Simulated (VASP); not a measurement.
# O (Fd-3m) in VASP: further runs

The runs below take O through single point, relaxation of cell and atoms, with LDA.

Program: VASP 6.6.1. These are calculated values, not measurements. Logs are shortened: lines on timing, memory, paths and dates and some standing lists are left out, and cuts for length are marked.

## (1) The cell of the first run

Symmetry: Fd-3m, No. 227, cubic system. Conventional cell: a = 4.111 Å, b = 4.111 Å, c = 4.111 Å, α = 90.00°, β = 90.00°, γ = 90.00°. Within 2.4 Å of O (site symmetry -43m) lie 4 O at 1.78 Å.

## (2) Single point, LDA

The input, INCAR:

```
ALGO = Normal ; EDIFF = 1E-7
ENCUT = 520 ; ISIF = 2
ISMEAR = -1 ; LASPH = T
LCHARG = T ; LELF = T
LREAL = F ; LVHAR = T
LWAVE = F ; NBANDS = 13
NELM = 60 ; PREC = Accurate
SIGMA = 0.08
```

The input, KPOINTS:

```
k-points
0
Gamma
  14 14 14
```

The input, POSCAR:

```
O
1.0
    0.0000000000      2.0554965976      2.0554965976
    2.0554965976      0.0000000000      2.0554965976
    2.0554965976      2.0554965976      0.0000000000
O
2
Direct
   -0.1250000000     -0.1250000000     -0.1250000000
    0.1250000000      0.1250000000      0.1250000000
```

Potentials or basis: VASP PAW LDA potentials, release 64 (O).

Run with:

```sh
cat potpaw_LDA.64/O/POTCAR > POTCAR
mpirun -np 1 vasp_std > vasp.out
```

OUTCAR:

```text
EDIFF = 1E-7
   ENCUT = 520
   ISIF = 2
   ISMEAR = -1
   LASPH = T
   LREAL = F
   NELM = 60
   PREC = Accurate

 ion  position               nearest neighbor table
   1  0.875  0.875  0.875-   2 1.78   2 1.78   2 1.78   2 1.78
   2  0.125  0.125  0.125-   1 1.78   1 1.78   1 1.78   1 1.78

  LATTYP: Found a face centered cubic cell.
 ALAT       =     4.1109931952

  Lattice vectors:

 A1 = (   0.0000000000,   2.0554965976,   2.0554965976)
 A2 = (   2.0554965976,   0.0000000000,   2.0554965976)
 A3 = (   2.0554965976,   2.0554965976,   0.0000000000)

Analysis of symmetry for initial positions (statically):
=====================================================================
 Subroutine PRICEL returns:
 Original cell was already a primitive cell.

 Routine SETGRP: Setting up the symmetry group for a
 face centered cubic supercell.

 Subroutine GETGRP returns: Found 48 space group operations
 (whereof 12 operations were pure point group operations)
 out of a pool of 48 trial point group operations.

The static configuration has the point symmetry D_3d.
 The point group associated with its full space group is O_h .

Analysis of symmetry for dynamics (positions and initial velocities):
=====================================================================
 Subroutine PRICEL returns:
 Original cell was already a primitive cell.

 Routine SETGRP: Setting up the symmetry group for a
 face centered cubic supercell.

 Subroutine GETGRP returns: Found 48 space group operations
 (whereof 12 operations were pure point group operations)
 out of a pool of 48 trial point group operations.

The dynamic configuration has the point symmetry D_3d.
 The point group associated with its full space group is O_h .

 Subroutine INISYM returns: Found 48 space group operations
 (whereof 12 operations are pure point group operations),
 and found     1 'primitive' translations

----------------------------------------------------------------------------------------

                                     Primitive cell

  volume of cell :      17.3692

  direct lattice vectors                    reciprocal lattice vectors
     0.000000000  2.055496598  2.055496598    -0.243250220  0.243250220  0.243250220
     2.055496598  0.000000000  2.055496598     0.243250220 -0.243250220  0.243250220
     2.055496598  2.055496598  0.000000000     0.243250220  0.243250220 -0.243250220

  length of vectors
     2.906911166  2.906911166  2.906911166     0.421321740  0.421321740  0.421321740

  position of ions in fractional coordinates (direct lattice)
     0.875000000  0.875000000  0.875000000
     0.125000000  0.125000000  0.125000000

  ion indices of the primitive-cell ions
   primitive index   ion index
                 1           1
                 2           2

----------------------------------------------------------------------------------------

 KPOINTS: k-points

Automatic generation of k-mesh.
 Grid dimensions read from file:
 generate k-points for:   14   14   14

 Generating k-lattice:

  Cartesian coordinates                     Fractional coordinates (reciprocal lattice)
    -0.017375016  0.017375016  0.017375016     0.071428571  0.000000000  0.000000000
     0.017375016 -0.017375016  0.017375016     0.000000000  0.071428571  0.000000000
     0.017375016  0.017375016 -0.017375016     0.000000000  0.000000000  0.071428571

  Length of vectors
     0.030094410  0.030094410  0.030094410

  Shift w.r.t. Gamma in fractional coordinates (k-lattice)
     0.000000000  0.000000000  0.000000000

 Subroutine IBZKPT returns following result:
 ===========================================

 Found    104 irreducible k-points:

 Following reciprocal coordinates:
            Coordinates               Weight
  0.000000  0.000000  0.000000      1.000000
  0.071429  0.000000  0.000000      8.000000
  0.142857  0.000000  0.000000      8.000000
  0.214286  0.000000  0.000000      8.000000
  0.285714  0.000000  0.000000      8.000000
  0.357143  0.000000  0.000000      8.000000
[... 16 lines left out ...]
  0.214286  0.142857  0.000000     24.000000
  0.285714  0.142857  0.000000     24.000000
 [... further k-points ...]
   k-points           NKPTS =    104   k-points in BZ     NKDIM =    104   number of bands    NBANDS=     13
   number of dos      NEDOS =    301   number of ions     NIONS =      2
   total plane-waves  NPLWV =  13824
   dimension x,y,z NGX =    24 NGY =   24 NGZ =   24
   dimension x,y,z NGXF=    48 NGYF=   48 NGZF=   48
   ions per type =               2
   NGX,Y,Z   is equivalent  to a cutoff of  13.73, 13.73, 13.73 a.u.
   NGXF,Y,Z  is equivalent  to a cutoff of  27.45, 27.45, 27.45 a.u.
 SYSTEM =  unknown system
   PREC   = accura    normal or accurate (medium, high low for compatibility)
   ISTART =      0    job   : 0-new  1-cont  2-samecut
   ICHARG =      2    charge: 1-file 2-atom 10-const
   ISPIN  =      1    spin polarized calculation?
   LNONCOLLINEAR =      F non collinear calculations
   LSORBIT =      F    spin-orbit coupling
   LASPH  =      T    aspherical Exc in radial PAW
   ENCUT  =  520.0 eV  38.22 Ry    6.18 a.u.   5.40  5.40  5.40*2*pi/ulx,y,z
   NELM   =     60;   NELMIN=  2; NELMDL= -5     # of ELM steps
   EDIFF  = 0.1E-06   stopping-criterion for ELM
   LREAL  =      F    real-space projection
   EDIFFG = 0.1E-05   stopping-criterion for IOM
   NSW    =      0    number of steps for IOM
   IBRION =     -1    ionic relax: 0-MD 1-quasi-New 2-CG
   NFREE  =      0    steps in history (QN), initial steepest desc. (CG)
   ISIF   =      2    stress and relaxation
   ISYM   =      2    0-nonsym 1-usesym 2-fastsym
   POTIM  = 0.5000    time-step for ionic-motion
   TEBEG  =    0.0;   TEEND  =   0.0 temperature during run
   PSTRESS=    0.0 pullay stress
   NELECT =      12.0000    total number of electrons
   NUPDOWN=      -1.0000    fix difference up-down
   EMIN   =  10.00;   EMAX   =-10.00  energy-range for DOS
   EFERMI =   0.00;   METHOD = LEGACY
   ISMEAR =    -1;   SIGMA  =   0.08  broadening in eV -4-tet -1-fermi 0-gaus
   EFERMI_NEDOS =   21; number of points for ismear=-14 and -15
   IALGO  =     38    algorithm
   IMIX   =      4    mixing-type and parameters
     AMIX     =   0.40;   BMIX     =  1.00
     AMIX_MAG =   1.60;   BMIX_MAG =  1.00
  volume/ion in A,a.u.               =       8.68        58.61
  Fermi-wavevector in a.u.,A,eV,Ry     =   1.447244  2.734895 28.497617  2.094516
  Thomas-Fermi vector in A             =   2.565221
   LORBIT       =      0    0 simple, 1 ext, 2 COOP (PROOUT), +10 PAW based schemes
   GGA     = CA    functional components
   LHFCALC =     F    Hartree Fock is set to
   AEXX    =    0.0000 exact exchange contribution
   IVDW    =     0    specifies the selected vdW correction
   LEPSILON=     F    determine dielectric tensor
   LRPA    =     F    only Hartree local field effects (RPA)
 non-spin polarized calculation
  energy-cutoff  :      520.00
  volume of cell :       17.37
 maximum number of plane-waves:       489
 NGX is ok and might be reduce to    24

 number of electron      11.9999995 magnetization

 Free energy of the ion-electron system (eV)
  ---------------------------------------------------
  ext. energy  EPLUGINS =         0.00000000
  ---------------------------------------------------
  free energy    TOTEN  =        -7.38056660 eV

  energy without entropy =       -7.35058849  energy(sigma->0) =       -7.36557755

 E-fermi :   2.6637     XC(G=0): -11.7180

 val. band max:        2.6562590989   @ k =  -0.2857   0.0714   0.0000
 cond. band min:       2.6873232887   @ k =  -0.2857   0.2857   0.0000
 fundamental gap:      0.0310641899
 Fermi energy:         2.6636587236

 k-point     1 :       0.0000    0.0000    0.0000
  band No.  band energies     occupation
      1     -20.8157      2.00000
      2      -9.6040      2.00000
      3      -2.1652      2.00000
      4      -2.1652      2.00000
      5      -2.1652      2.00000
      6       1.6581      1.99999
      7       1.6581      1.99999
      8       1.6581      1.99999
      9      12.5832      0.00000
     10      27.0402      0.00000
     11      27.0402      0.00000
     12      27.0402      0.00000
     13      27.5701      0.00000

 k-point     2 :       0.0714    0.0000    0.0000
  band No.  band energies     occupation
      1     -20.7378      2.00000
      2      -9.8087      2.00000
      3      -2.2487      2.00000
      4      -2.2487      2.00000
      5      -2.1953      2.00000
      6       1.7502      1.99998
      7       1.7564      1.99998
      8       1.7564      1.99998
      9      12.7739      0.00000
     10      25.8292      0.00000
     11      25.8292      0.00000
     12      26.1892      0.00000
     13      29.0795      0.00000

 k-point     3 :       0.1429    0.0000    0.0000
  band No.  band energies     occupation
      1     -20.5070      2.00000
      2     -10.3722      2.00000
      3      -2.4618      2.00000
      4      -2.4618      2.00000
      5      -2.3159      2.00000
      6       2.0091      1.99944
      7       2.0091      1.99944
      8       2.0525      1.99904
      9      13.2802      0.00000
     10      24.6783      0.00000
     11      24.7221      0.00000
     12      24.7221      0.00000
     13      31.0262      0.00000
[... 305 lines left out ...]
 k-point    23 :       0.2143    0.1429    0.0000
  band No.  band energies     occupation
      1     -20.1230      2.00000
      2     -11.1613      2.00000
      3      -3.2468      2.00000
      4      -3.1837      2.00000
      5      -1.2960      2.00000
      6       1.1859      2.00000
      7       2.8259      0.23269
      8       2.8679      0.14445
      9      14.0046      0.00000
     10      20.4110      0.00000
     11      26.6496      0.00000
     12      26.9068      0.00000
     13      29.8558      0.00000

 k-point    24 :       0.2857    0.1429    0.0000
  band No.  band energies     occupation
      1     -19.7146      2.00000
      2     -11.9253      2.00000
      3      -3.7059      2.00000
      4      -3.4371      2.00000
      5      -1.2497      2.00000
      6       1.4378      2.00000
      7       3.1370      0.00537
      8       3.3151      0.00058
      9      14.5759      0.00000
     10      19.5862      0.00000
     11      25.7501      0.00000
     12      25.8519      0.00000
     13      31.5475      0.00000

 [... further k-points ...]
[... 5 lines left out ...]
  --------------------------------------------------------------------------------------
  -------------------------------------------------------------------------------------
  Total        2.7281986      2.7281986      2.7281986      0.0000000      0.0000000      0.0000000
  in kB      251.6554189    251.6554189    251.6554189      0.0000000      0.0000000      0.0000000
  external PRESSURE =     251.6554189 kB  Pullay stress =       0.0000000 kB

 VOLUME and BASIS-vectors are now :
 -----------------------------------------------------------------------------
  energy-cutoff  :      520.00
  volume of cell :       17.37
      direct lattice vectors                 reciprocal lattice vectors
     0.000000000  2.055496598  2.055496598    -0.243250220  0.243250220  0.243250220
     2.055496598  0.000000000  2.055496598     0.243250220 -0.243250220  0.243250220
     2.055496598  2.055496598  0.000000000     0.243250220  0.243250220 -0.243250220

 POSITION                                       TOTAL-FORCE (eV/Angst)
 -----------------------------------------------------------------------------------
      3.59712      3.59712      3.59712        -0.000000     -0.000000     -0.000000
      0.51387      0.51387      0.51387         0.000000      0.000000      0.000000
 -----------------------------------------------------------------------------------
    total drift:                                0.000000      0.000000      0.000000

  FREE ENERGIE OF THE ION-ELECTRON SYSTEM (eV)
  ---------------------------------------------------
  free  energy   TOTEN  =        -7.3805666020 eV

  energy  without entropy=       -7.3505884901  energy(sigma->0) =       -7.36557755
```

Wall time 6.6 s (1 thread of Intel Xeon 6975P-C (Granite Rapids), shared host); peak memory 0.12 GiB.

What came out:

```
Free energy            : -7.3806 eV
Pressure               : 25.2 GPa
Band gap on the k mesh : zero (band 6 reaches 3.08 eV, above the bottom of band 7 at 1.66 eV)
```

## (3) Single point, LDA

The input, INCAR:

```
PREC = Accurate
ENCUT = 520
EDIFF = 1E-7
ISMEAR = -4
SIGMA = 0.1
LREAL = False
LASPH = True
NELM = 100
ALGO = Normal
ISIF = 2
LWAVE = False
LCHARG = False
NBANDS = 13
```

The input, KPOINTS:

```
Automatic mesh
0
Gamma
  14 14 14
```

POSCAR is that of step 2.

Potentials or basis: VASP PAW LDA potentials, release 64 (O).

Run with:

```sh
cat potpaw_LDA.64/O/POTCAR > POTCAR
mpirun -np 1 vasp_std > vasp.out
```

OUTCAR:

```text
PREC = Accurate
   ENCUT = 520
   EDIFF = 1E-7
   ISMEAR = -4
   LREAL = False
   LASPH = True
   NELM = 100
   ISIF = 2

 ion  position               nearest neighbor table
   1  0.875  0.875  0.875-   2 1.78   2 1.78   2 1.78   2 1.78
   2  0.125  0.125  0.125-   1 1.78   1 1.78   1 1.78   1 1.78

  LATTYP: Found a face centered cubic cell.
 ALAT       =     4.1109931952

  Lattice vectors:

 A1 = (   0.0000000000,   2.0554965976,   2.0554965976)
 A2 = (   2.0554965976,   0.0000000000,   2.0554965976)
 A3 = (   2.0554965976,   2.0554965976,   0.0000000000)
[... 564 lines left out ...]
      8       3.3173      0.00000
      9      14.5761      0.00000
     10      19.5859      0.00000
     11      25.7502      0.00000
     12      25.8519      0.00000
     13      31.5479      0.00000

 [... further k-points ...]
[... 5 lines left out ...]
  --------------------------------------------------------------------------------------
  -------------------------------------------------------------------------------------
  Total        2.7644652      2.7644652      2.7644652      0.0000000      0.0000000      0.0000000
  in kB      255.0007363    255.0007363    255.0007363      0.0000000      0.0000000      0.0000000
  external PRESSURE =     255.0007363 kB  Pullay stress =       0.0000000 kB

 VOLUME and BASIS-vectors are now :
 -----------------------------------------------------------------------------
  energy-cutoff  :      520.00
  volume of cell :       17.37
      direct lattice vectors                 reciprocal lattice vectors
     0.000000000  2.055496598  2.055496598    -0.243250220  0.243250220  0.243250220
     2.055496598  0.000000000  2.055496598     0.243250220 -0.243250220  0.243250220
     2.055496598  2.055496598  0.000000000     0.243250220  0.243250220 -0.243250220

 POSITION                                       TOTAL-FORCE (eV/Angst)
 -----------------------------------------------------------------------------------
      3.59712      3.59712      3.59712         0.000000      0.000000      0.000000
      0.51387      0.51387      0.51387        -0.000000     -0.000000     -0.000000
 -----------------------------------------------------------------------------------
    total drift:                                0.000000      0.000000      0.000000

  FREE ENERGIE OF THE ION-ELECTRON SYSTEM (eV)
  ---------------------------------------------------
  free  energy   TOTEN  =        -7.3476800820 eV

  energy  without entropy=       -7.3476800820  energy(sigma->0) =       -7.34768008
```

stdout:

```text
POSCAR found type information on POSCAR O
 POSCAR found :  1 types and       2 ions
 scaLAPACK will be used
 LDA part: xc-table for (Slater(with rela. corr.)+CA(PZ))
 , standard interpolation
 POSCAR, INCAR and KPOINTS ok, starting setup
 FFT: planning ... GRIDC
 FFT: planning ... GRID_SOFT
 FFT: planning ... GRID
 WAVECAR not read
 entering main loop
 -----------------------------------------------------------------------------
|                                                                             |
|           W    W    AA    RRRRR   N    N  II  N    N   GGGG   !!!           |
|           W    W   A  A   R    R  NN   N  II  NN   N  G    G  !!!           |
|           W    W  A    A  R    R  N N  N  II  N N  N  G       !!!           |
|           W WW W  AAAAAA  RRRRR   N  N N  II  N  N N  G  GGG   !            |
|           WW  WW  A    A  R   R   N   NN  II  N   NN  G    G                |
|           W    W  A    A  R    R  N    N  II  N    N   GGGG   !!!           |
|                                                                             |
|     Tetrahedron method does not include variations of the Fermi             |
|     occupations, so forces and stress will be inaccurate. We suggest        |
|     using a different smearing scheme ISMEAR = 1 or 2 for metals in         |
|     relaxations.                                                            |
|                                                                             |
 -----------------------------------------------------------------------------
```

Run time: 9.6 s. Hardware: 1 thread of Intel Xeon 6975P-C (Granite Rapids), shared host; peak memory 0.13 GiB.

What came out:

```yaml
Free_energy: -7.3477 eV
Pressure: 25.5 GPa
Band_gap_on_the_k_mesh: zero (band 6 reaches 3.09 eV, above the bottom of band 7 at 1.66 eV)
```

Levels at points of the mesh, in eV from the Fermi level:
```tsv
k point	band 2	band 3	band 4	band 5	band 6	band 7	band 8	band 9	band 10	band 11
(0.00, 0.00, 0.00)	-12.25	-4.81	-4.81	-4.81	-0.99	-0.99	-0.99	9.94	24.39	24.39
(0.50, 0.00, 0.00)	-16.64	-6.02	-6.02	-5.95	0.44	0.44	1.77	13.45	16.33	20.57
(0.50, 0.50, 0.00)	-18.92	-7.44	-7.44	-2.60	-2.60	2.26	2.26	13.21	13.21	24.86
```

(Part 1 of 2 ends here.)
